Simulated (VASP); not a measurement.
Ni, 1 atom in the cell. It takes space group Im-3m (No. 229, cubic). Conventional cell: a = 2.459 Å, b = 2.459 Å, c = 2.459 Å, α = 90.00°, β = 90.00°, γ = 90.00°. Ni (site symmetry m-3m) has 14 Ni at 2.13 to 2.46 Å within 2.8 Å. This isn't the form of Ni at room conditions, which is fcc.

| Property | Result |
| --- | --- |
| Program | VASP 6.6.1 |
| Task | single point |
| Functional | PBE |
| Potentials or basis | VASP PAW PBE potentials, release 64 (Ni) |
| Cutoff | 520 eV |
| k mesh | 22 × 22 × 22 |
| Occupations | fermi-dirac, width 0.08 eV |
| Spin | collinear spin, ferromagnetic start |
| Starting moments | [1.0] μB |
| Dipole correction | no |
| Further INCAR settings | ALGO = Normal; EDIFF = 1e-07; NBANDS = 15 |

Potentials or basis: VASP PAW PBE potentials, release 64 (Ni).

Launch:

```console
$ cat potpaw_PBE.64/Ni/POTCAR > POTCAR
$ mpirun -np 1 vasp_std > vasp.out
```

Hardware: 1 thread of AMD EPYC 9R45 (Zen 5), with other jobs on the host.

**Question.** How long does it take, and how much memory?

**Answer.** Wall time 40 s on 1 thread of AMD EPYC 9R45 (Zen 5), on a shared host, peak memory 0.13 GiB. Counts: scf iterations 15, k points 328.
